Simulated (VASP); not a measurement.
# CdSe (rocksalt type) (Fm-3m) in VASP: notebook

The runs below take CdSe (rocksalt type) through single point, with LDA.

Program: VASP 6.6.1. These are calculated values, not measurements. Logs are shortened: lines on timing, memory, paths and dates and some standing lists are left out, and cuts for length are marked.

### Step 1. The cell of the first run

The structure is cubic, space group Fm-3m (No. 225). Conventional cell: a = 5.164 Å, b = 5.164 Å, c = 5.164 Å, α = 90.00°, β = 90.00°, γ = 90.00°. Cd (site symmetry m-3m) has 6 Se at 2.58 Å within 3.4 Å. Se (site symmetry m-3m) has 6 Cd at 2.58 Å within 3.4 Å.

### Step 2. Single point, LDA (volume scaled by 0.8)

The input, INCAR:

```
  PREC = Accurate
  ENCUT = 520
  EDIFF = 1E-7
  ISMEAR = -1
  SIGMA = 0.05
  LREAL = False
  LASPH = True
  NELM = 100
  ALGO = Normal
  ISIF = 2
  LWAVE = False
  LCHARG = False
  GGA = CA
  NBANDS = 16
```

The input, KPOINTS:

```
Automatic mesh
0
Gamma
  12 12 12
```

The input, POSCAR:

```
CdSe
1.0
    0.0000000000      2.5822152510      2.5822152510
    2.5822152510      0.0000000000      2.5822152510
    2.5822152510      2.5822152510      0.0000000000
Cd Se
1 1
Direct
    0.0000000000      0.0000000000      0.0000000000
    0.5000000000      0.5000000000      0.5000000000
```

Potentials or basis: VASP PAW LDA potentials, release 64 (Cd, Se).

Launch:

```console
$ cat potpaw_LDA.64/Cd/POTCAR potpaw_LDA.64/Se/POTCAR > POTCAR
$ mpirun -np 1 vasp_std > vasp.out
```

OUTCAR:

```text
PREC = Accurate
   ENCUT = 520
   EDIFF = 1E-7
   ISMEAR = -1
   LREAL = False
   LASPH = True
   NELM = 100
   ISIF = 2
   GGA = CA

 ion  position               nearest neighbor table
   1  0.000  0.000  0.000-   2 2.58   2 2.58   2 2.58   2 2.58   2 2.58   2 2.58
   2  0.500  0.500  0.500-   1 2.58   1 2.58   1 2.58   1 2.58   1 2.58   1 2.58

  LATTYP: Found a face centered cubic cell.
 ALAT       =     5.1644305020

  Lattice vectors:

 A1 = (   0.0000000000,   2.5822152510,   2.5822152510)
 A2 = (   2.5822152510,   0.0000000000,   2.5822152510)
 A3 = (   2.5822152510,   2.5822152510,   0.0000000000)

Analysis of symmetry for initial positions (statically):
=====================================================================
 Subroutine PRICEL returns:
 Original cell was already a primitive cell.

 Routine SETGRP: Setting up the symmetry group for a
 face centered cubic supercell.

 Subroutine GETGRP returns: Found 48 space group operations
 (whereof 48 operations were pure point group operations)
 out of a pool of 48 trial point group operations.

The static configuration has the point symmetry O_h .

Analysis of symmetry for dynamics (positions and initial velocities):
=====================================================================
 Subroutine PRICEL returns:
 Original cell was already a primitive cell.

 Routine SETGRP: Setting up the symmetry group for a
 face centered cubic supercell.

 Subroutine GETGRP returns: Found 48 space group operations
 (whereof 48 operations were pure point group operations)
 out of a pool of 48 trial point group operations.

The dynamic configuration has the point symmetry O_h .

 Subroutine INISYM returns: Found 48 space group operations
 (whereof 48 operations are pure point group operations),
 and found     1 'primitive' translations

----------------------------------------------------------------------------------------

                                     Primitive cell

  volume of cell :      34.4356

  direct lattice vectors                    reciprocal lattice vectors
     0.000000000  2.582215251  2.582215251    -0.193632192  0.193632192  0.193632192
     2.582215251  0.000000000  2.582215251     0.193632192 -0.193632192  0.193632192
     2.582215251  2.582215251  0.000000000     0.193632192  0.193632192 -0.193632192

  length of vectors
     3.651803829  3.651803829  3.651803829     0.335380795  0.335380795  0.335380795

  position of ions in fractional coordinates (direct lattice)
[... 72 lines left out ...]
   ICHARG =      2    charge: 1-file 2-atom 10-const
   ISPIN  =      1    spin polarized calculation?
   LNONCOLLINEAR =      F non collinear calculations
   LSORBIT =      F    spin-orbit coupling
   LASPH  =      T    aspherical Exc in radial PAW
   ENCUT  =  520.0 eV  38.22 Ry    6.18 a.u.   6.79  6.79  6.79*2*pi/ulx,y,z
   NELM   =    100;   NELMIN=  2; NELMDL= -5     # of ELM steps
   EDIFF  = 0.1E-06   stopping-criterion for ELM
   LREAL  =      F    real-space projection
   EDIFFG = 0.1E-05   stopping-criterion for IOM
   NSW    =      0    number of steps for IOM
   IBRION =     -1    ionic relax: 0-MD 1-quasi-New 2-CG
   NFREE  =      0    steps in history (QN), initial steepest desc. (CG)
   ISIF   =      2    stress and relaxation
   ISYM   =      2    0-nonsym 1-usesym 2-fastsym
   POTIM  = 0.5000    time-step for ionic-motion
   TEBEG  =    0.0;   TEEND  =   0.0 temperature during run
   PSTRESS=    0.0 pullay stress
   NELECT =      18.0000    total number of electrons
   NUPDOWN=      -1.0000    fix difference up-down
   EMIN   =  10.00;   EMAX   =-10.00  energy-range for DOS
   EFERMI =   0.00;   METHOD = LEGACY
   ISMEAR =    -1;   SIGMA  =   0.05  broadening in eV -4-tet -1-fermi 0-gaus
   EFERMI_NEDOS =   21; number of points for ismear=-14 and -15
   IALGO  =     38    algorithm
   IMIX   =      4    mixing-type and parameters
     AMIX     =   0.40;   BMIX     =  1.00
     AMIX_MAG =   1.60;   BMIX_MAG =  1.00
  volume/ion in A,a.u.               =      17.22       116.19
  Fermi-wavevector in a.u.,A,eV,Ry     =   1.318752  2.492080 23.661995  1.739108
  Thomas-Fermi vector in A             =   2.448700
   LORBIT       =      0    0 simple, 1 ext, 2 COOP (PROOUT), +10 PAW based schemes
   GGA     = CA    functional components
   LHFCALC =     F    Hartree Fock is set to
   AEXX    =    0.0000 exact exchange contribution
   IVDW    =     0    specifies the selected vdW correction
   LEPSILON=     F    determine dielectric tensor
   LRPA    =     F    only Hartree local field effects (RPA)
 non-spin polarized calculation
  energy-cutoff  :      520.00
  volume of cell :       34.44
 maximum number of plane-waves:       944
   NGX = 13   NGY = 13   NGZ = 13

 number of electron      18.0000004 magnetization

 Free energy of the ion-electron system (eV)
  ---------------------------------------------------
  ext. energy  EPLUGINS =         0.00000000
  ---------------------------------------------------
  free energy    TOTEN  =        -5.89060180 eV

  energy without entropy =       -5.88682996  energy(sigma->0) =       -5.88871588

 E-fermi :   5.7687     XC(G=0): -11.9049

 val. band max:        5.7640427565   @ k =  -0.3333   0.0833   0.0000
 cond. band min:       5.7793906830   @ k =   0.5000   0.0000   0.0000
 fundamental gap:      0.0153479265
 Fermi energy:         5.7686737717

 k-point     1 :       0.0000    0.0000    0.0000
  band No.  band energies     occupation
      1      -9.8101      2.00000
      2      -3.3118      2.00000
      3      -3.3118      2.00000
      4      -3.2937      2.00000
      5      -3.2937      2.00000
      6      -3.2937      2.00000
[... 433 lines left out ...]
      3      -3.7878      2.00000
      4      -3.5629      2.00000
      5      -2.9504      2.00000
      6      -2.8750      2.00000
[... 8 lines left out ...]
     15      18.3488      0.00000
     16      19.5333      0.00000

 [... further k-points ...]
[... 5 lines left out ...]
  --------------------------------------------------------------------------------------
  -------------------------------------------------------------------------------------
  Total        6.8479328      6.8479328      6.8479328      0.0000000      0.0000000     -0.0000000
  in kB      318.6124547    318.6124547    318.6124547      0.0000000      0.0000000     -0.0000000
  external PRESSURE =     318.6124547 kB  Pullay stress =       0.0000000 kB

 VOLUME and BASIS-vectors are now :
 -----------------------------------------------------------------------------
  energy-cutoff  :      520.00
  volume of cell :       34.44
      direct lattice vectors                 reciprocal lattice vectors
     0.000000000  2.582215251  2.582215251    -0.193632192  0.193632192  0.193632192
     2.582215251  0.000000000  2.582215251     0.193632192 -0.193632192  0.193632192
     2.582215251  2.582215251  0.000000000     0.193632192  0.193632192 -0.193632192

 POSITION                                       TOTAL-FORCE (eV/Angst)
 -----------------------------------------------------------------------------------
      0.00000      0.00000      0.00000         0.000000      0.000000      0.000000
      2.58222      2.58222      2.58222        -0.000000     -0.000000     -0.000000
 -----------------------------------------------------------------------------------
    total drift:                               -0.000000      0.000000      0.000000

  FREE ENERGIE OF THE ION-ELECTRON SYSTEM (eV)
  ---------------------------------------------------
  free  energy   TOTEN  =        -5.8906018007 eV

  energy  without entropy=       -5.8868299627  energy(sigma->0) =       -5.88871588
```

OSZICAR:

```text
N       E                     dE             d eps       ncg     rms          rms(c)
DAV:   1     0.108735442039E+03    0.10874E+03   -0.95470E+03  2384   0.109E+03
DAV:   2    -0.302559657779E+01   -0.11176E+03   -0.10553E+03  2768   0.264E+02
DAV:   3    -0.629772814803E+01   -0.32721E+01   -0.32663E+01  2832   0.468E+01
DAV:   4    -0.630590990793E+01   -0.81818E-02   -0.81815E-02  2784   0.236E+00
DAV:   5    -0.630593636497E+01   -0.26457E-04   -0.26457E-04  2864   0.124E-01    0.119E+01
DAV:   6    -0.592799874335E+01    0.37794E+00   -0.50678E-01  3256   0.116E+01    0.871E+00
DAV:   7    -0.589322179221E+01    0.34777E-01   -0.16350E-01  2872   0.318E+00    0.303E+00
DAV:   8    -0.589100902143E+01    0.22128E-02   -0.20577E-02  2488   0.196E+00    0.278E-01
DAV:   9    -0.589061254860E+01    0.39647E-03   -0.19780E-03  2952   0.612E-01    0.733E-02
DAV:  10    -0.589060055144E+01    0.11997E-04   -0.77597E-05  2872   0.134E-01    0.185E-02
DAV:  11    -0.589060192320E+01   -0.13718E-05   -0.75418E-06  2768   0.289E-02    0.539E-03
DAV:  12    -0.589060182603E+01    0.97174E-07   -0.11036E-06  2840   0.186E-02    0.279E-03
DAV:  13    -0.589060180068E+01    0.25351E-07   -0.12615E-07  1552   0.610E-03
   1 F= -.58906018E+01 E0= -.58887159E+01  d E =-.377184E-02
```

It took 33 s on 1 thread of Intel Xeon Platinum 8259CL at 2.50GHz (Skylake/Cascade Lake), shared host; peak memory 0.17 GiB.

What came out:

```yaml
Free_energy: -5.8906 eV
Pressure: 31.9 GPa
Band_gap_on_the_k_mesh: zero (band 9 reaches 5.78 eV, above the bottom of band 10 at 4.93 eV)
```

Caveat: the cell differs from its parent crystal (volume scaled by 0.8).

### Step 3. Single point, LDA (volume scaled by 0.88)

The input, INCAR:

```
PREC     = Accurate       # precision mode
ENCUT    = 520            # plane-wave cutoff, eV
EDIFF    = 1E-6           # SCF threshold, eV
ISMEAR   = -1             # smearing method
SIGMA    = 0.05           # smearing width, eV
LREAL    = False          # projectors in reciprocal space
LASPH    = True           # aspherical terms in the spheres
NELM     = 80             # most SCF steps
ALGO     = Normal         # electronic algorithm
ISIF     = 2              # what is computed and relaxed
LWAVE    = False          # write WAVECAR
LCHARG   = True           # write CHGCAR
GGA      = CA             # functional
LELF     = True           # ELF
LVHAR    = True         
NBANDS   = 16             # bands
```

KPOINTS is that of step 2.

The input, POSCAR:

```
CdSe
1.0
    0.0000000000      2.6655694574      2.6655694574
    2.6655694574      0.0000000000      2.6655694574
    2.6655694574      2.6655694574      0.0000000000
Cd Se
1 1
Direct
    0.0000000000      0.0000000000      0.0000000000
    0.5000000000      0.5000000000      0.5000000000
```

Potentials or basis: VASP PAW LDA potentials, release 64 (Cd, Se).

Launch:

```console
$ cat potpaw_LDA.64/Cd/POTCAR potpaw_LDA.64/Se/POTCAR > POTCAR
$ mpirun -np 1 vasp_std > vasp.out
```

It took 32 s on 1 thread of Intel Xeon Platinum 8259CL at 2.50GHz (Skylake/Cascade Lake), shared host; peak memory 0.17 GiB.

Results (log left out):

```yaml
Free_energy: -6.3788 eV
Pressure: 14.9 GPa
Band_gap_on_the_k_mesh: zero (band 9 reaches 4.53 eV, above the bottom of band 10 at 3.79 eV)
```

Levels at points of the mesh, in eV from the Fermi level:
```csv
k point,band 5,band 6,band 7,band 8,band 9,band 10,band 11,band 12,band 13,band 14
"(0.00, 0.00, 0.00)",-8.59,-8.59,-1.09,-1.09,-1.09,0.88,8.76,8.76,8.76,9.74
"(0.50, 0.00, 0.00)",-8.32,-8.32,-6.19,-0.01,-0.01,2.65,4.98,4.98,7.54,12.04
"(0.50, 0.50, 0.00)",-8.22,-7.29,-5.79,-3.08,-3.08,-0.76,5.05,11.18,11.77,11.77
```

Caveat: the cell differs from its parent crystal (volume scaled by 0.88).

### Step 4. Single point, LDA (volume scaled by 0.94)

The input, INCAR:

```
SYSTEM = CdSe
PREC = Accurate ; ENCUT = 520
EDIFF = 1E-6 ; ISMEAR = -1
SIGMA = 0.05 ; LREAL = .False.
LASPH = .True. ; NELM = 100
ALGO = Normal ; ISIF = 2
LWAVE = .False. ; LCHARG = .False.
NBANDS = 16
```

The input, KPOINTS:

```
regular mesh
0
Gamma
  12 12 12
  0 0 0
```

The input, POSCAR:

```
CdSe
1.0
    0.0000000000      2.7248236328      2.7248236328
    2.7248236328      0.0000000000      2.7248236328
    2.7248236328      2.7248236328      0.0000000000
Cd Se
1 1
Direct
    0.0000000000      0.0000000000      0.0000000000
    0.5000000000      0.5000000000      0.5000000000
```

Potentials or basis: VASP PAW LDA potentials, release 64 (Cd, Se).

Launch:

```console
$ cat potpaw_LDA.64/Cd/POTCAR potpaw_LDA.64/Se/POTCAR > POTCAR
$ mpirun -np 1 vasp_std > vasp.out
```

OUTCAR:

```text
SYSTEM = CdSe
   PREC = Accurate
   ENCUT = 520
   EDIFF = 1E-6
   ISMEAR = -1
   LREAL = .False.
   LASPH = .True.
   NELM = 100
   ISIF = 2

 ion  position               nearest neighbor table
   1  0.000  0.000  0.000-   2 2.72   2 2.72   2 2.72   2 2.72   2 2.72   2 2.72
   2  0.500  0.500  0.500-   1 2.72   1 2.72   1 2.72   1 2.72   1 2.72   1 2.72

  LATTYP: Found a face centered cubic cell.
 ALAT       =     5.4496472656

  Lattice vectors:

 A1 = (   0.0000000000,   2.7248236328,   2.7248236328)
 A2 = (   2.7248236328,   0.0000000000,   2.7248236328)
 A3 = (   2.7248236328,   2.7248236328,   0.0000000000)
[... 625 lines left out ...]
      5      -4.3264      2.00000
      6      -4.2817      2.00000
[... 8 lines left out ...]
     15      16.0567      0.00000
     16      16.7472      0.00000

 [... further k-points ...]
[... 5 lines left out ...]
  --------------------------------------------------------------------------------------
  -------------------------------------------------------------------------------------
  Total        1.6622654      1.6622654      1.6622654      0.0000000      0.0000000     -0.0000000
  in kB       65.8211942     65.8211942     65.8211942      0.0000000      0.0000000     -0.0000000
  external PRESSURE =      65.8211942 kB  Pullay stress =       0.0000000 kB

 VOLUME and BASIS-vectors are now :
 -----------------------------------------------------------------------------
  energy-cutoff  :      520.00
  volume of cell :       40.46
      direct lattice vectors                 reciprocal lattice vectors
     0.000000000  2.724823633  2.724823633    -0.183498115  0.183498115  0.183498115
     2.724823633  0.000000000  2.724823633     0.183498115 -0.183498115  0.183498115
     2.724823633  2.724823633  0.000000000     0.183498115  0.183498115 -0.183498115

 POSITION                                       TOTAL-FORCE (eV/Angst)
 -----------------------------------------------------------------------------------
      0.00000      0.00000      0.00000        -0.000000     -0.000000      0.000000
      2.72482      2.72482      2.72482         0.000000      0.000000     -0.000000
 -----------------------------------------------------------------------------------
    total drift:                               -0.000000      0.000000      0.000000

  FREE ENERGIE OF THE ION-ELECTRON SYSTEM (eV)
  ---------------------------------------------------
  free  energy   TOTEN  =        -6.5481152203 eV

  energy  without entropy=       -6.5438602390  energy(sigma->0) =       -6.54598773
```

stdout:

```text
POSCAR found type information on POSCAR CdSe
 POSCAR found :  2 types and       2 ions
 scaLAPACK will be used
 LDA part: xc-table for (Slater(with rela. corr.)+CA(PZ))
 , standard interpolation
 POSCAR, INCAR and KPOINTS ok, starting setup
 FFT: planning ... GRIDC
 FFT: planning ... GRID_SOFT
 FFT: planning ... GRID
 WAVECAR not read
 entering main loop
```

Run time: 38 s. Hardware: 1 thread of Intel Xeon Platinum 8259CL at 2.50GHz (Skylake/Cascade Lake), shared host; peak memory 0.18 GiB.

Results:

| Property | Result |
| --- | --- |
| Free energy | -6.5481 eV |
| Pressure | 6.6 GPa |
| Band gap on the k mesh | zero (band 9 reaches 3.77 eV, above the bottom of band 10 at 3.07 eV) |

Levels at points of the mesh, in eV from the Fermi level:
| k point | band 5 | band 6 | band 7 | band 8 | band 9 | band 10 | band 11 | band 12 | band 13 | band 14 |
| --- | --- | --- | --- | --- | --- | --- | --- | --- | --- | --- |
| (0.00, 0.00, 0.00) | -8.33 | -8.33 | -0.93 | -0.93 | -0.93 | 0.54 | 8.73 | 8.73 | 8.73 | 9.87 |
| (0.50, 0.00, 0.00) | -8.10 | -8.10 | -5.84 | -0.03 | -0.03 | 2.74 | 5.05 | 5.05 | 7.00 | 11.75 |
| (0.50, 0.50, 0.00) | -8.02 | -7.25 | -5.25 | -2.75 | -2.75 | -0.71 | 5.17 | 10.69 | 11.27 | 11.27 |

Caveat: the cell differs from its parent crystal (volume scaled by 0.94).

### Step 5. Single point, LDA

This run uses another cell than the first one, of 21.52 Å³/atom, 1.250 times its volume.

The input, INCAR:

```
SYSTEM = CdSe
  PREC = Accurate
  ENCUT = 520
  EDIFF = 1E-6
  ISMEAR = -1
  SIGMA = 0.05
  LREAL = .FALSE.
  LASPH = .TRUE.
  NELM = 60
  ALGO = Normal
  ISIF = 2
  LWAVE = .FALSE.
  LCHARG = .TRUE.
  LELF = .TRUE.
  LVHAR = .TRUE.
  NBANDS = 16
```

The input, KPOINTS:

```
Automatic mesh
0
G
  12 12 12
  0 0 0
```

The input, POSCAR:

```
CdSe
1.0
    0.0000000000      2.7816070569      2.7816070569
    2.7816070569      0.0000000000      2.7816070569
    2.7816070569      2.7816070569      0.0000000000
Cd Se
1 1
Direct
    0.0000000000      0.0000000000      0.0000000000
    0.5000000000      0.5000000000      0.5000000000
```

Launch:

```console
$ cat potpaw_LDA.64/Cd/POTCAR potpaw_LDA.64/Se/POTCAR > POTCAR
$ mpirun -np 1 vasp_std > vasp.out
```

Wall time 43 s (1 thread of Intel Xeon Platinum 8259CL at 2.50GHz (Skylake/Cascade Lake), shared host); peak memory 0.18 GiB.

It converged, with:

- Free energy: -6.6040 eV
- Pressure: 0.7 GPa
- Band gap on the k mesh: zero (band 9 reaches 3.10 eV, above the bottom of band 10 at 2.44 eV)

Levels at points of the mesh, in eV from the Fermi level:
| k point | band 5 | band 6 | band 7 | band 8 | band 9 | band 10 | band 11 | band 12 | band 13 | band 14 |
| --- | --- | --- | --- | --- | --- | --- | --- | --- | --- | --- |
| (0.00, 0.00, 0.00) | -8.13 | -8.13 | -0.80 | -0.80 | -0.80 | 0.25 | 8.69 | 8.69 | 8.69 | 9.97 |
| (0.50, 0.00, 0.00) | -7.94 | -7.94 | -5.51 | -0.04 | -0.04 | 2.80 | 5.09 | 5.09 | 6.50 | 11.49 |
| (0.50, 0.50, 0.00) | -7.87 | -7.23 | -4.79 | -2.47 | -2.47 | -0.68 | 5.27 | 10.23 | 10.80 | 10.80 |

### Step 6. Summary

| cell | gap on the mesh (eV) | pressure (GPa) |
| --- | --- | --- |
| a = 3.652 Å, angles 60.0°, 2 atoms | none | 31.9 |
| a = 3.770 Å, angles 60.0°, 2 atoms | none | 14.9 |
| a = 3.853 Å, angles 60.0°, 2 atoms | none | 6.6 |
| a = 3.934 Å, angles 60.0°, 2 atoms | none | 0.7 |

Alike in all rows: task single point; level LDA; potentials or basis VASP PAW LDA potentials, release 64 (Cd, Se); no spin polarisation; k mesh 12 × 12 × 12; cutoff (eV) 520; smearing fermi-dirac 0.05 eV.

Total energies depend on the potentials used, so only differences within one code and one set of settings carry meaning.
